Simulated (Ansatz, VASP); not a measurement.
SrO in VASP and in Ansatz

```
Sr O
1.0
     0.00000    2.57514    2.57514
     2.57514    0.00000    2.57514
     2.57514    2.57514    0.00000
Sr O
1 1
Cartesian
  2.5751 2.5751 2.5751
  0.0000 0.0000 0.0000
```

Alike in both runs: functional PBE; dispersion D3(BJ); k mesh 8 × 8 × 8; occupations gaussian, width 0.02 eV; no spin polarisation.

Ansatz relaxed the structure, and its values are those at the end. VASP's run is a single point on that final structure, the one shown.

```csv
,VASP,Ansatz
version,VASP 6.6.1,Ansatz 0.2.0
potentials or method,"VASP PAW PBE potentials, release 64 (Sr_sv, O), cutoff 600 eV","scalar-relativistic, plane waves, PAW"
valence electrons in the cell,16,16
```

```tsv
	VASP	Ansatz	Ansatz less VASP
gap on the k mesh at the Fermi level (eV)	3.27	3.32	+0.047
least direct gap on the mesh (eV)	3.36	3.40	+0.037
pressure (GPa)	0.4	-0.1	-0.48
```
